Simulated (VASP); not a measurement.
## LiF: single point with LDA

Crystal: LiF.

```
Li F
1.0
     2.95349    0.00000    0.00000
    -1.47675    2.55780    0.00000
     0.00000    0.00000    4.43289
Li F
2 2
Direct
  0.33333 0.66667 0.38398
  0.66667 0.33333 0.88398
  0.33333 0.66667 0.99102
  0.66667 0.33333 0.49102
```

```
Program                : VASP 6.6.1
Task                   : single point
Functional             : LDA
Potentials or basis    : VASP PAW LDA potentials, release 64 (Li_sv, F)
Cutoff                 : 520 eV
k mesh                 : 9 × 9 × 6
Occupations            : gaussian, width 0.05 eV
Spin                   : no spin polarisation
Dipole correction      : no
Further INCAR settings : ALGO = Normal; EDIFF = 1e-07; NBANDS = 18
```

- Largest force: 0.215 eV/Å
- Band gap on the k mesh: 8.38 eV

Forces in eV/Å, atoms in the order of the input:
```
Li   0.000  0.000  0.215
Li   0.000  0.000  0.215
F    0.000  0.000 -0.215
F    0.000  0.000 -0.215
```

Levels at points of the mesh, in eV from the valence-band top:
| k point | band 8 | band 9 | band 10 | band 11 | band 12 | band 13 |
| --- | --- | --- | --- | --- | --- | --- |
| (0.00, 0.00, 0.00) | -0.30 | -0.30 | 0.00 | 8.38 | 13.06 | 16.82 |
| (0.00, 0.00, 0.50) | -0.55 | -0.55 | -0.55 | 10.23 | 10.23 | 18.97 |

Wall time 32 s on 1 thread of Intel Xeon 8259CL, with other jobs on the host, peak memory 0.14 GiB.

Caveat: an odd mesh through Γ misses points on the zone boundary, where band edges can lie.
